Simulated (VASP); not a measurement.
# HfCl4F (F-43m) in VASP: notebook

Runs on HfCl4F. Level: PBE. Tasks: single point, relaxation of cell and atoms.

All numbers are computed with VASP 6.6.1; they aren't measurements. Logs are shortened: lines on timing, memory, paths and dates and some standing lists are left out, and cuts for length are marked.

## Step 1: The cell of the first run

Symmetry: F-43m, No. 216, cubic system. The conventional cell has a = 7.724 Å, b = 7.724 Å, c = 7.724 Å, α = 90.00°, β = 90.00°, γ = 90.00°. Hf (site symmetry -43m) has 12 Cl at 3.20 Å and 4 F at 3.34 Å within 4.2 Å. Cl (site symmetry 3m) has 6 Cl at 2.73 to 2.74 Å and 3 F at 3.20 Å and 3 Hf at 3.20 Å within 3.6 Å. F (site symmetry -43m) has 12 Cl at 3.20 Å and 4 Hf at 3.34 Å within 4.2 Å.

## Step 2: Single point, PBE

File INCAR:

```
SYSTEM = HfCl4F
ALGO     = Normal         ! electronic algorithm
EDIFF    = 1E-6           ! SCF threshold, eV
ENCUT    = 520            ! plane-wave cutoff, eV
GGA      = PE             ! functional
ISIF     = 2              ! what is computed and relaxed
ISMEAR   = 0              ! smearing method
LASPH    = .TRUE.         ! aspherical terms in the spheres
LCHARG   = .TRUE.         ! write CHGCAR
LELF     = .TRUE.         ! ELF
LREAL    = .FALSE.        ! projectors in reciprocal space
LVHAR    = .TRUE.       
LWAVE    = .FALSE.        ! write WAVECAR
NBANDS   = 32             ! bands
NELM     = 80             ! most SCF steps
PREC     = Accurate       ! precision mode
SIGMA    = 0.1            ! smearing width, eV
```

File KPOINTS:

```
k-points
0
G
  4 4 4
  0 0 0
```

File POSCAR:

```
HfCl4F
1.0
    0.0000000000      3.8621696787      3.8621696787
    3.8621696787      0.0000000000      3.8621696787
    3.8621696787      3.8621696787      0.0000000000
Hf Cl F
1 4 1
Direct
    0.2500000000      0.2500000000      0.2500000000
    0.8748087230      0.3755738310      0.8748087230
    0.8748087230      0.8748087230      0.3755738310
    0.8748087230      0.8748087230      0.8748087230
    0.3755738310      0.8748087230      0.8748087230
    0.5000000000      0.5000000000      0.5000000000
```

Potentials or basis: VASP PAW PBE potentials, release 64 (Hf_pv, Cl, F).

Command:

```bash
> cat potpaw_PBE.64/Hf_pv/POTCAR potpaw_PBE.64/Cl/POTCAR potpaw_PBE.64/F/POTCAR > POTCAR
> mpirun -np 1 vasp_std > vasp.out
```

OUTCAR:

```text
SYSTEM = HfCl4F
   EDIFF = 1E-6
   ENCUT = 520
   GGA = PE
   ISIF = 2
   ISMEAR = 0
   LASPH = .TRUE.
   LREAL = .FALSE.
   NELM = 80
   PREC = Accurate

 ion  position               nearest neighbor table
   1  0.250  0.250  0.250-   2 3.20   3 3.20   4 3.20   3 3.20   4 3.20   5 3.20   2 3.20   4 3.20
                             5 3.20   2 3.20   3 3.20   5 3.20
   2  0.875  0.376  0.875-   1 3.20   1 3.20   1 3.20
   3  0.875  0.875  0.376-   1 3.20   1 3.20   1 3.20
   4  0.875  0.875  0.875-   1 3.20   1 3.20   1 3.20
   5  0.376  0.875  0.875-   1 3.20   1 3.20   1 3.20
   6  0.500  0.500  0.500-

  LATTYP: Found a face centered cubic cell.
 ALAT       =     7.7243393574

  Lattice vectors:

 A1 = (   0.0000000000,   3.8621696787,   3.8621696787)
 A2 = (   3.8621696787,   0.0000000000,   3.8621696787)
 A3 = (   3.8621696787,   3.8621696787,   0.0000000000)

Analysis of symmetry for initial positions (statically):
=====================================================================
 Subroutine PRICEL returns:
 Original cell was already a primitive cell.

 Routine SETGRP: Setting up the symmetry group for a
 face centered cubic supercell.

 Subroutine GETGRP returns: Found 24 space group operations
 (whereof 24 operations were pure point group operations)
 out of a pool of 48 trial point group operations.

The static configuration has the point symmetry T_d .

Analysis of symmetry for dynamics (positions and initial velocities):
=====================================================================
 Subroutine PRICEL returns:
 Original cell was already a primitive cell.

 Routine SETGRP: Setting up the symmetry group for a
 face centered cubic supercell.

 Subroutine GETGRP returns: Found 24 space group operations
 (whereof 24 operations were pure point group operations)
 out of a pool of 48 trial point group operations.

The dynamic configuration has the point symmetry T_d .

 Subroutine INISYM returns: Found 24 space group operations
 (whereof 24 operations are pure point group operations),
 and found     1 'primitive' translations

----------------------------------------------------------------------------------------

                                     Primitive cell
[... 81 lines left out ...]
   NELM   =     80;   NELMIN=  2; NELMDL= -5     # of ELM steps
   EDIFF  = 0.1E-05   stopping-criterion for ELM
   LREAL  =      F    real-space projection
   EDIFFG = 0.1E-04   stopping-criterion for IOM
   NSW    =      0    number of steps for IOM
   IBRION =     -1    ionic relax: 0-MD 1-quasi-New 2-CG
   NFREE  =      0    steps in history (QN), initial steepest desc. (CG)
   ISIF   =      2    stress and relaxation
   ISYM   =      2    0-nonsym 1-usesym 2-fastsym
   POTIM  = 0.5000    time-step for ionic-motion
   TEBEG  =    0.0;   TEEND  =   0.0 temperature during run
   PSTRESS=    0.0 pullay stress
   NELECT =      45.0000    total number of electrons
   NUPDOWN=      -1.0000    fix difference up-down
   EMIN   =  10.00;   EMAX   =-10.00  energy-range for DOS
   EFERMI =   0.00;   METHOD = LEGACY
   ISMEAR =     0;   SIGMA  =   0.10  broadening in eV -4-tet -1-fermi 0-gaus
   EFERMI_NEDOS =   21; number of points for ismear=-14 and -15
   IALGO  =     38    algorithm
   IMIX   =      4    mixing-type and parameters
     AMIX     =   0.40;   BMIX     =  1.00
     AMIX_MAG =   1.60;   BMIX_MAG =  1.00
  volume/ion in A,a.u.               =      19.20       129.59
  Fermi-wavevector in a.u.,A,eV,Ry     =   1.196661  2.261361 19.483496  1.431997
  Thomas-Fermi vector in A             =   2.332595
   LORBIT       =      0    0 simple, 1 ext, 2 COOP (PROOUT), +10 PAW based schemes
   GGA     = PE    functional components
   LHFCALC =     F    Hartree Fock is set to
   AEXX    =    0.0000 exact exchange contribution
   IVDW    =     0    specifies the selected vdW correction
   LEPSILON=     F    determine dielectric tensor
   LRPA    =     F    only Hartree local field effects (RPA)
 non-spin polarized calculation
 Gauss-broadening in eV      SIGMA  =   0.10
  energy-cutoff  :      520.00
  volume of cell :      115.22
 maximum number of plane-waves:      3138
 NGX is ok and might be reduce to    42
   NGX = 21   NGY = 21   NGZ = 21

 number of electron      44.9999991 magnetization

 Free energy of the ion-electron system (eV)
  ---------------------------------------------------
  ext. energy  EPLUGINS =         0.00000000
  ---------------------------------------------------
  free energy    TOTEN  =       -18.47031486 eV

  energy without entropy =      -18.44928879  energy(sigma->0) =      -18.45980183

 E-fermi :   3.9327     XC(G=0):  -9.9347

 val. band max:        3.8517698745   @ k =   0.5000   0.5000   0.0000
 cond. band min:       4.0314611729   @ k =   0.2500   0.2500   0.0000
 fundamental gap:      0.1796912984
 Fermi energy:         3.9327071581

 k-point     1 :       0.0000    0.0000    0.0000
  band No.  band energies     occupation
      1     -30.2475      2.00000
      2     -30.2475      2.00000
      3     -30.2475      2.00000
      4     -16.7527      2.00000
      5     -13.2167      2.00000
      6     -10.4921      2.00000
[... 269 lines left out ...]
     31      11.2606      0.00000
     32      11.3112      0.00000

------------------------ aborting loop because EDIFF is reached ----------------------------------------

  FORCE on cell =-STRESS in cart. coord.  units (eV):
  Direction    XX          YY          ZZ          XY          YZ          ZX
  --------------------------------------------------------------------------------------
  -------------------------------------------------------------------------------------
  Total       -0.3149603     -0.3149603     -0.3149603     -0.0000000      0.0000000     -0.0000000
  in kB       -4.3796792     -4.3796792     -4.3796792     -0.0000000      0.0000000     -0.0000000
  external PRESSURE =      -4.3796792 kB  Pullay stress =       0.0000000 kB

 VOLUME and BASIS-vectors are now :
 -----------------------------------------------------------------------------
  energy-cutoff  :      520.00
  volume of cell :      115.22
      direct lattice vectors                 reciprocal lattice vectors
     0.000000000  3.862169679  3.862169679    -0.129460910  0.129460910  0.129460910
     3.862169679  0.000000000  3.862169679     0.129460910 -0.129460910  0.129460910
     3.862169679  3.862169679  0.000000000     0.129460910  0.129460910 -0.129460910

 POSITION                                       TOTAL-FORCE (eV/Angst)
 -----------------------------------------------------------------------------------
      1.93108      1.93108      1.93108        -0.000000     -0.000000     -0.000000
      4.82919      6.75732      4.82919        -0.016760      0.016760     -0.016760
      4.82919      4.82919      6.75732        -0.016760     -0.016760      0.016760
      6.75732      6.75732      6.75732         0.016760      0.016760      0.016760
      6.75732      4.82919      4.82919         0.016760     -0.016760     -0.016760
      3.86217      3.86217      3.86217        -0.000000     -0.000000     -0.000000
 -----------------------------------------------------------------------------------
    total drift:                               -0.000000     -0.000000     -0.000000

  FREE ENERGIE OF THE ION-ELECTRON SYSTEM (eV)
  ---------------------------------------------------
  free  energy   TOTEN  =       -18.4703148591 eV

  energy  without entropy=      -18.4492887945  energy(sigma->0) =      -18.45980183
```

OSZICAR:

```text
N       E                     dE             d eps       ncg     rms          rms(c)
DAV:   1     0.277830939539E+03    0.27783E+03   -0.22419E+04   512   0.127E+03
DAV:   2    -0.726882985164E+01   -0.28510E+03   -0.27062E+03   672   0.282E+02
DAV:   3    -0.262286737167E+02   -0.18960E+02   -0.18681E+02   640   0.699E+01
[... 11 lines left out ...]
DAV:  15    -0.184703181825E+02    0.16034E-04   -0.12955E-04   560   0.665E-02    0.474E-02
DAV:  16    -0.184703190543E+02   -0.87183E-06   -0.11984E-05   528   0.168E-02    0.293E-02
DAV:  17    -0.184703200820E+02   -0.10277E-05   -0.10355E-06   320   0.567E-03    0.191E-02
DAV:  18    -0.184703149749E+02    0.51071E-05   -0.69651E-06   488   0.127E-02    0.221E-03
DAV:  19    -0.184703148591E+02    0.11580E-06   -0.47754E-07   256   0.359E-03
   1 F= -.18470315E+02 E0= -.18459802E+02  d E =-.210261E-01
```

It took 31 s on 1 thread of Intel Xeon 6975P-C (Granite Rapids), shared host; peak memory 0.26 GiB.

What came out:

```
Free energy   : -18.4703 eV
Pressure      : -0.4 GPa
Largest force : 0.029 eV/Å
```

Forces in eV/Å, atoms in the order of the input:
```
Hf   0.000  0.000  0.000
Cl  -0.017  0.017 -0.017
Cl  -0.017 -0.017  0.017
Cl   0.017  0.017  0.017
Cl   0.017 -0.017 -0.017
F    0.000  0.000  0.000
```

Caveat: spin-orbit coupling is left out, which moves the levels of the heavy elements; an odd number of electrons without spin polarisation forces a metal; a magnetic or distorted state may lie lower.

## Step 3: Single point, PBE

This run uses another cell than the first one, of 22.80 Å³/atom, 1.187 times its volume.

File INCAR:

```
SYSTEM = HfCl4F
PREC = Accurate
ENCUT = 520
EDIFF = 1E-6
ISMEAR = 0
SIGMA = 0.1
LREAL = .False.
LASPH = .True.
NELM = 60
ALGO = Normal
ISIF = 2
LWAVE = .False.
LCHARG = .True.
GGA = PE
LELF = .True.
LVHAR = .True.
NBANDS = 32
```

File KPOINTS:

```
regular mesh
0
Gamma
  4 4 4
  0 0 0
```

File POSCAR:

```
HfCl4F
1.0
    0.0000000000      4.0897342100      4.0897342100
    4.0897342100      0.0000000000      4.0897342100
    4.0897342100      4.0897342100      0.0000000000
Hf Cl F
1 4 1
Direct
    0.2500000000      0.2500000000      0.2500000000
    0.8761717800      0.3714846700      0.8761717800
    0.8761717800      0.8761717800      0.3714846700
    0.8761717800      0.8761717800      0.8761717800
    0.3714846700      0.8761717800      0.8761717800
    0.5000000000      0.5000000000      0.5000000000
```

Potentials or basis: VASP PAW PBE potentials, release 64 (Hf_pv, Cl, F).

Command:

```bash
> cat potpaw_PBE.64/Hf_pv/POTCAR potpaw_PBE.64/Cl/POTCAR potpaw_PBE.64/F/POTCAR > POTCAR
> mpirun -np 1 vasp_std > vasp.out
```

OUTCAR:

```text
SYSTEM = HfCl4F
   PREC = Accurate
   ENCUT = 520
   EDIFF = 1E-6
   ISMEAR = 0
   LREAL = .False.
   LASPH = .True.
   NELM = 60
   ISIF = 2
   GGA = PE

 ion  position               nearest neighbor table
   1  0.250  0.250  0.250-
   2  0.876  0.371  0.876-
   3  0.876  0.876  0.371-
   4  0.876  0.876  0.876-
   5  0.371  0.876  0.876-
[... 467 lines left out ...]
  Direction    XX          YY          ZZ          XY          YZ          ZX
  --------------------------------------------------------------------------------------
  -------------------------------------------------------------------------------------
  Total       -5.9689456     -5.9689456     -5.9689456      0.0000000     -0.0000000      0.0000000
  in kB      -69.9025393    -69.9025393    -69.9025393      0.0000000     -0.0000000      0.0000000
  external PRESSURE =     -69.9025393 kB  Pullay stress =       0.0000000 kB

 VOLUME and BASIS-vectors are now :
 -----------------------------------------------------------------------------
  energy-cutoff  :      520.00
  volume of cell :      136.81
      direct lattice vectors                 reciprocal lattice vectors
     0.000000000  4.089734210  4.089734210    -0.122257334  0.122257334  0.122257334
     4.089734210  0.000000000  4.089734210     0.122257334 -0.122257334  0.122257334
     4.089734210  4.089734210  0.000000000     0.122257334  0.122257334 -0.122257334

 POSITION                                       TOTAL-FORCE (eV/Angst)
 -----------------------------------------------------------------------------------
      2.04487      2.04487      2.04487        -0.000000      0.000000      0.000000
      5.10258      7.16662      5.10258         0.122236     -0.122236      0.122236
      5.10258      5.10258      7.16662         0.122236      0.122236     -0.122236
      7.16662      7.16662      7.16662        -0.122236     -0.122236     -0.122236
      7.16662      5.10258      5.10258        -0.122236      0.122236      0.122236
      4.08973      4.08973      4.08973        -0.000000      0.000000      0.000000
 -----------------------------------------------------------------------------------
    total drift:                               -0.000078     -0.000078     -0.000078

  FREE ENERGIE OF THE ION-ELECTRON SYSTEM (eV)
  ---------------------------------------------------
  free  energy   TOTEN  =       -17.8953039334 eV

  energy  without entropy=      -17.8617487658  energy(sigma->0) =      -17.87852635
```

It took 36 s on 1 thread of Intel Xeon 6975P-C (Granite Rapids), shared host; peak memory 0.32 GiB.

Results:

```
Free energy   : -17.8953 eV
Pressure      : -7.0 GPa
Largest force : 0.212 eV/Å
```

Forces in eV/Å, atoms in the order of the input:
```
Hf   0.000  0.000  0.000
Cl   0.122 -0.122  0.122
Cl   0.122  0.122 -0.122
Cl  -0.122 -0.122 -0.122
Cl  -0.122  0.122  0.122
F    0.000  0.000  0.000
```

Caveat: spin-orbit coupling is left out, which moves the levels of the heavy elements; an odd number of electrons without spin polarisation forces a metal; a magnetic or distorted state may lie lower.

## Step 4: Relaxation of cell and atoms, PBE

This run uses another cell than the first one, of 22.80 Å³/atom, 1.187 times its volume.

File INCAR:

```
PREC = Accurate
ENCUT = 600
EDIFF = 1E-7
ISMEAR = 0
SIGMA = 0.1
LREAL = F
LASPH = T
NELM = 100
ALGO = Normal
ISIF = 3
LWAVE = F
LCHARG = F
GGA = PE
IBRION = 2
NSW = 90
EDIFFG = -0.04
```

File KPOINTS:

```
Automatic mesh
0
Gamma
  4 4 4
```

POSCAR is that of step 3.

Command:

```bash
> cat potpaw_PBE.64/Hf_pv/POTCAR potpaw_PBE.64/Cl/POTCAR potpaw_PBE.64/F/POTCAR > POTCAR
> mpirun -np 1 vasp_std > vasp.out
```

It took 2.1 min on 1 thread of Intel Xeon 6975P-C (Granite Rapids), shared host; peak memory 0.36 GiB.

Results (log left out):

```
Free energy                            : -18.4827 eV
Relaxed volume                         : 19.03 Å³/atom
Relaxed cell                           : a = 5.446 Å, b = 5.446 Å, c = 5.446 Å, α = 60.00°, β = 60.00°, γ = 60.00°
Space group after relaxing (to 0.05 Å) : F-43m (No. 216)
Energy gained by relaxing              : 97.7 meV/atom
Ionic steps                            : 5
Pressure after relaxing                : 0.1 GPa
Largest force after relaxing           : 0.034 eV/Å
```

Forces in eV/Å, atoms in the order of the input:
```
Hf   0.000  0.000  0.000
Cl  -0.019  0.019 -0.019
Cl  -0.019 -0.019  0.019
Cl   0.019  0.019  0.019
Cl   0.019 -0.019 -0.019
F    0.000  0.000  0.000
```

The path:
```csv
step,energy change (eV),largest force (eV/Å),pressure (GPa),volume (Å³)
1,0.0000,0.2116,-6.93,136.81
2,-0.5624,0.1590,-1.77,118.18
3,-0.5851,0.1298,-0.08,114.57
4,-0.5852,0.1258,0.14,114.16
5,-0.5864,0.0336,0.10,114.20
```

Final structure:
```
CELL_PARAMETERS angstrom
0.00000 3.85070 3.85070
3.85070 0.00000 3.85070
3.85070 3.85070 0.00000
ATOMIC_POSITIONS crystal
Hf 0.25000 0.25000 0.25000
Cl 0.87479 0.37563 0.87479
Cl 0.87479 0.87479 0.37563
Cl 0.87479 0.87479 0.87479
Cl 0.37563 0.87479 0.87479
F 0.50000 0.50000 0.50000
```

Levels at points of the mesh, in eV from the Fermi level:
| k point | band 20 | band 21 | band 22 | band 23 | band 24 | band 25 | band 26 | band 27 |
| --- | --- | --- | --- | --- | --- | --- | --- | --- |
| (0.00, 0.00, 0.00) | -0.72 | -0.30 | 0.36 | 0.36 | 0.36 | 0.86 | 0.86 | 0.86 |
| (0.50, 0.00, 0.00) | -1.94 | -0.70 | -0.10 | -0.10 | 0.11 | 1.00 | 1.00 | 1.11 |
| (0.50, 0.50, 0.00) | -2.06 | -2.06 | -0.08 | -0.08 | 0.30 | 0.60 | 0.77 | 0.77 |

Caveat: the volume moved by over 15 % at a fixed basis, so the end points are rough; spin-orbit coupling is left out, which moves the levels of the heavy elements; an odd number of electrons without spin polarisation forces a metal; a magnetic or distorted state may lie lower.

## Step 5: Single point, PBE

File INCAR:

```
PREC = Accurate ; ENCUT = 520
EDIFF = 1E-6 ; ISMEAR = 0
SIGMA = 0.1 ; LREAL = F
LASPH = T ; NELM = 100
ALGO = Normal ; ISIF = 2
LWAVE = F ; LCHARG = F
GGA = PE ; NBANDS = 32
```

File KPOINTS:

```
regular mesh
0
Gamma
  8 8 8
```

File POSCAR:

```
HfCl4F
1.0
    0.0000000000      3.8640519596      3.8640519596
    3.8640519596      0.0000000000      3.8640519596
    3.8640519596      3.8640519596      0.0000000000
Hf Cl F
1 4 1
Direct
    0.7500000000      0.7500000000      0.7500000000
    0.6248362665      0.1250545778      0.1250545778
    0.1250545778      0.1250545778      0.1250545778
    0.1250545778      0.6248362665      0.1250545778
    0.1250545778      0.1250545778      0.6248362665
    0.5000000000      0.5000000000      0.5000000000
```

Command:

```bash
> cat potpaw_PBE.64/Hf_pv/POTCAR potpaw_PBE.64/Cl/POTCAR potpaw_PBE.64/F/POTCAR > POTCAR
> mpirun -np 1 vasp_std > vasp.out
```

Wall time 71 s (1 thread of Intel Xeon 6975P-C (Granite Rapids), shared host); peak memory 0.31 GiB.

The run converged. Its results:

```
Free energy   : -18.4288 eV
Pressure      : -0.4 GPa
Largest force : 0.012 eV/Å
```

Forces in eV/Å, atoms in the order of the input:
```
Hf   0.000  0.000  0.000
Cl   0.007 -0.007 -0.007
Cl   0.007  0.007  0.007
Cl  -0.007  0.007 -0.007
Cl  -0.007 -0.007  0.007
F    0.000  0.000  0.000
```

Levels at points of the mesh, in eV from the Fermi level:
| k point | band 21 | band 22 | band 23 | band 24 | band 25 | band 26 |
| --- | --- | --- | --- | --- | --- | --- |
| (0.00, 0.00, 0.00) | -0.25 | 0.41 | 0.41 | 0.41 | 0.90 | 0.90 |
| (0.50, 0.00, 0.00) | -0.64 | -0.05 | -0.05 | 0.16 | 1.03 | 1.03 |
| (0.50, 0.50, 0.00) | -1.97 | -0.03 | -0.03 | 0.34 | 0.64 | 0.81 |

Caveat: spin-orbit coupling is left out, which moves the levels of the heavy elements; an odd number of electrons without spin polarisation forces a metal; a magnetic or distorted state may lie lower.

## Step 6: The runs side by side

| task | cell | k mesh | cutoff (eV) | gap on the mesh (eV) | pressure (GPa) | largest force (eV/Å) |
| --- | --- | --- | --- | --- | --- | --- |
| single point | a = 5.462 Å, angles 60.0°, 6 atoms | 4 × 4 × 4 | 520 | none | -0.4 | 0.03 |
| single point | a = 5.784 Å, angles 60.0°, 6 atoms | 4 × 4 × 4 | 520 | none | -7.0 | 0.21 |
| relaxation of cell and atoms | relaxed from a = 5.784 Å, angles 60.0°, 6 atoms | 4 × 4 × 4 | 600 | none | 0.1 | 0.03 |
| single point | a = 5.465 Å, angles 60.0°, 6 atoms | 8 × 8 × 8 | 520 | none | -0.4 | 0.01 |

Alike in all rows: level PBE; potentials or basis VASP PAW PBE potentials, release 64 (Hf_pv, Cl, F); no spin polarisation; smearing gaussian 0.1 eV.

Caveats: spin-orbit coupling is left out, which moves the levels of the heavy elements; an odd number of electrons without spin polarisation forces a metal; a magnetic or distorted state may lie lower; the volume moved by over 15 % at a fixed basis, so the end points are rough (some runs).

Total energies depend on the potentials used, so only differences within one code and one set of settings carry meaning.
